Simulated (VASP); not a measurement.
# NaF (F-43m) in VASP: notebook, part 2 of 2

VASP 6.6.1. Earlier steps stand in the parts before.

**3. Single point, r2SCAN+D3(BJ) (15.27 Å³/atom)**

This run uses another cell than the first one, of 15.27 Å³/atom.

POSCAR

```
NaF
1.0
    0.0000000000      2.4808000000      2.4808000000
    2.4808000000      0.0000000000      2.4808000000
    2.4808000000      2.4808000000      0.0000000000
Na F
1 1
Direct
    0.0000000000      0.0000000000      0.0000000000
    0.2500000000      0.2500000000      0.2500000000
```

INCAR.step1

```
SYSTEM = NaF
  PREC = Accurate
  ENCUT = 660
  ISMEAR = 0
  SIGMA = 0.02
  LREAL = .False.
  LASPH = .True.
  NELM = 120
  NBANDS = 14
  GGA = PE
  ALGO = Normal
  EDIFF = 1E-5
  LWAVE = .True.
  LCHARG = .False.
  GGA_COMPAT = .False.
```

INCAR.step2

```
SYSTEM = NaF
  PREC = Accurate
  ENCUT = 660
  EDIFF = 1E-6
  ISMEAR = 0
  SIGMA = 0.02
  LREAL = .False.
  LASPH = .True.
  NELM = 120
  ALGO = Normal
  ISIF = 2
  LWAVE = .False.
  LCHARG = .False.
  METAGGA = R2SCAN
  LMIXTAU = .True.
  IVDW = 12
  VDW_S6 = 1.0
  VDW_S8 = 0.78981345
  VDW_A1 = 0.49484001
  VDW_A2 = 5.73083694
  NBANDS = 14
  ISTART = 1
  GGA_COMPAT = .False.
```

KPOINTS

```
Automatic mesh
0
Gamma
  8 8 8
  0 0 0
```

Potentials or basis: VASP PAW PBE potentials, release 64 (Na_pv, F).

Command:

```console
$ cat potpaw_PBE.64/Na_pv/POTCAR potpaw_PBE.64/F/POTCAR > POTCAR
$ cp INCAR.step1 INCAR
$ mpirun -np 1 vasp_std > vasp.out
$ cp INCAR.step2 INCAR
$ mpirun -np 1 vasp_std > vasp.out
```

OUTCAR:

```text
SYSTEM = NaF
   PREC = Accurate
   ENCUT = 660
   EDIFF = 1E-6
   ISMEAR = 0
   LREAL = .False.
   LASPH = .True.
   NELM = 120
   ISIF = 2
   METAGGA = R2SCAN
   IVDW = 12
   ISTART = 1
 IVDW          = 12

 ion  position               nearest neighbor table
   1  0.000  0.000  0.000-   2 2.15   2 2.15   2 2.15   2 2.15
   2  0.250  0.250  0.250-   1 2.15   1 2.15   1 2.15   1 2.15

  LATTYP: Found a face centered cubic cell.
 ALAT       =     4.9616000000

  Lattice vectors:

 A1 = (   0.0000000000,   2.4808000000,   2.4808000000)
 A2 = (   2.4808000000,   0.0000000000,   2.4808000000)
 A3 = (   2.4808000000,   2.4808000000,   0.0000000000)

Analysis of symmetry for initial positions (statically):
=====================================================================
 Subroutine PRICEL returns:
 Original cell was already a primitive cell.

 Routine SETGRP: Setting up the symmetry group for a
 face centered cubic supercell.

 Subroutine GETGRP returns: Found 24 space group operations
 (whereof 24 operations were pure point group operations)
 out of a pool of 48 trial point group operations.

The static configuration has the point symmetry T_d .
[... 176 lines left out ...]
      6      -3.8374      2.00000
      7      -3.8374      2.00000
      8       2.6467      0.00000
      9      17.3068      0.00000
     10      17.3068      0.00000
     11      17.3068      0.00000
     12      18.6223      0.00000
     13      18.6223      0.00000
     14      18.6223      0.00000
[... 377 lines left out ...]
      1     -24.2036      2.00000
      2     -23.0717      2.00000
      3     -23.0481      2.00000
      4     -22.4689      2.00000
      5      -4.5407      2.00000
      6      -4.0967      2.00000
      7      -3.9120      2.00000
      8       7.2438      0.00000
      9       8.9843      0.00000
     10      12.5581      0.00000
     11      14.4530      0.00000
     12      18.8987      0.00000
     13      19.7653      0.00000
     14      22.3254      0.00000

 [... further k-points ...]

------------------------ aborting loop because EDIFF is reached ----------------------------------------

 Edisp (eV)   -0.13432

 E8    (eV) :    -0.0459

  FORCE on cell =-STRESS in cart. coord.  units (eV):
  Direction    XX          YY          ZZ          XY          YZ          ZX
  --------------------------------------------------------------------------------------
  -------------------------------------------------------------------------------------
  Total       0.27801     0.27801     0.27801    -0.00000     0.00000     0.00000
  in kB      14.58696    14.58696    14.58696    -0.00000     0.00000     0.00000
  external pressure =       14.59 kB  Pullay stress =        0.00 kB

 VOLUME and BASIS-vectors are now :
 -----------------------------------------------------------------------------
  energy-cutoff  :      660.00
  volume of cell :       30.54
      direct lattice vectors                 reciprocal lattice vectors
     0.000000000  2.480800000  2.480800000    -0.201547888  0.201547888  0.201547888
     2.480800000  0.000000000  2.480800000     0.201547888 -0.201547888  0.201547888
     2.480800000  2.480800000  0.000000000     0.201547888  0.201547888 -0.201547888

 POSITION                                       TOTAL-FORCE (eV/Angst)
 -----------------------------------------------------------------------------------
      0.00000      0.00000      0.00000         0.000000      0.000000      0.000000
      1.24040      1.24040      1.24040        -0.000000     -0.000000     -0.000000
 -----------------------------------------------------------------------------------
    total drift:                               -0.000001     -0.000001     -0.000001

  FREE ENERGIE OF THE ION-ELECTRON SYSTEM (eV)
  ---------------------------------------------------
  free  energy   TOTEN  =       -12.4495746646 eV

  energy  without entropy=      -12.4495746646  energy(sigma->0) =      -12.44957466
```

It took 32 s on 1 thread of Intel Xeon 6975P-C (Granite Rapids), shared host; peak memory 0.17 GiB.

Results:

```
Free energy                : -12.4496 eV
Pressure                   : 1.5 GPa
Band gap on the k mesh     : 6.48 eV
Dispersion energy per atom : -0.067 eV
```

Caveat: the PAW data sets were made with another functional, which shifts forces and pressure a little.

**4. Single point, r2SCAN+D3(BJ) (16.07 Å³/atom)**

POSCAR

```
NaF
1.0
    0.0000000000      2.5236000000      2.5236000000
    2.5236000000      0.0000000000      2.5236000000
    2.5236000000      2.5236000000      0.0000000000
Na F
1 1
Direct
    0.0000000000      0.0000000000      0.0000000000
    0.2500000000      0.2500000000      0.2500000000
```

INCAR.step1

```
SYSTEM = NaF
PREC = Accurate
ENCUT = 660
ISMEAR = 0
SIGMA = 0.02
LREAL = .False.
LASPH = .True.
NELM = 120
NBANDS = 14
GGA = PE
ALGO = Normal
EDIFF = 1E-5
LWAVE = .True.
LCHARG = .False.
GGA_COMPAT = .False.
```

INCAR.step2

```
SYSTEM = NaF
PREC = Accurate
ENCUT = 660
EDIFF = 1E-6
ISMEAR = 0
SIGMA = 0.02
LREAL = .False.
LASPH = .True.
NELM = 120
ALGO = Normal
ISIF = 2
LWAVE = .False.
LCHARG = .True.
METAGGA = R2SCAN
LMIXTAU = .True.
IVDW = 12
VDW_S6 = 1.0
VDW_S8 = 0.78981345
VDW_A1 = 0.49484001
VDW_A2 = 5.73083694
LELF = .True.
LVHAR = .True.
NBANDS = 14
ISTART = 1
GGA_COMPAT = .False.
```

KPOINTS is that of step 3.

Command:

```console
$ cat potpaw_PBE.64/Na_pv/POTCAR potpaw_PBE.64/F/POTCAR > POTCAR
$ cp INCAR.step1 INCAR
$ mpirun -np 1 vasp_std > vasp.out
$ cp INCAR.step2 INCAR
$ mpirun -np 1 vasp_std > vasp.out
```

It took 35 s on 1 thread of Intel Xeon 6975P-C (Granite Rapids), shared host; peak memory 0.18 GiB.

The run converged. Its results:

* Free energy: -12.4553 eV
* Pressure: -0.8 GPa
* Band gap on the k mesh: 6.31 eV
* Dispersion energy per atom: -0.064 eV

Levels at points of the mesh, in eV from the valence-band top:
| k point | band 5 | band 6 | band 7 | band 8 | band 9 | band 10 |
| --- | --- | --- | --- | --- | --- | --- |
| (0.00, 0.00, 0.00) | 0.00 | 0.00 | 0.00 | 6.31 | 20.61 | 20.61 |
| (0.50, 0.00, 0.00) | -0.81 | -0.03 | -0.03 | 10.59 | 11.85 | 18.13 |
| (0.50, 0.50, 0.00) | -0.75 | -0.15 | -0.15 | 10.52 | 12.78 | 17.71 |

Caveat: the PAW data sets were made with another functional, which shifts forces and pressure a little. A k mesh can miss the band edges.

**5. The runs side by side**

| cell | k mesh | smearing | gap on the mesh (eV) | pressure (GPa) |
| --- | --- | --- | --- | --- |
| a = 3.569 Å, angles 60.0°, 2 atoms | 6 × 6 × 6 | gaussian 0.05 eV | 6.31 | -0.8 |
| a = 3.508 Å, angles 60.0°, 2 atoms | 8 × 8 × 8 | gaussian 0.02 eV | 6.48 | 1.5 |
| a = 3.569 Å, angles 60.0°, 2 atoms | 8 × 8 × 8 | gaussian 0.02 eV | 6.31 | -0.8 |

Alike in all rows: task single point; level r2SCAN+D3(BJ); potentials or basis VASP PAW PBE potentials, release 64 (Na_pv, F); no spin polarisation; cutoff (eV) 660.

Caveats: the PAW data sets were made with another functional, which shifts forces and pressure a little.

Total energies depend on the potentials used, so only differences within one code and one set of settings carry meaning.
